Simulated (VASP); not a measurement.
Sn, 1 atom in the cell. Symmetry: Pm-3m, No. 221, cubic system. Conventional cell: a = 3.087 Å, b = 3.087 Å, c = 3.087 Å, α = 90.00°, β = 90.00°, γ = 90.00°. Sn (site symmetry m-3m) has 6 Sn at 3.09 Å within 4.1 Å.  This cell differs from its parent crystal: volume scaled by 0.92.

- Program: VASP 6.6.1
- Task: single point
- Functional: BLYP
- Potentials or basis: VASP PAW PBE potentials, release 64 (Sn_d)
- Cutoff: 520 eV
- k mesh: 16 × 16 × 16
- Occupations: fermi-dirac, width 0.1 eV
- Spin: no spin polarisation
- Dipole correction: no
- Further INCAR settings: ALGO = Normal; EDIFF = 1e-06; NBANDS = 13

Potentials or basis: VASP PAW PBE potentials, release 64 (Sn_d).

Command:

```sh
$ cat potpaw_PBE.64/Sn_d/POTCAR > POTCAR
$ mpirun -np 1 vasp_std > vasp.out
```

Hardware: 1 thread of Intel(R) Xeon(R) 6975P-C (Granite Rapids) (shared host).

Question: Estimate the wall time of this run.

Answer: Run time: 14 s on 1 thread of Intel(R) Xeon(R) 6975P-C (Granite Rapids), on a shared host, peak memory 0.17 GiB. Counts: scf iterations 10, k points 165.
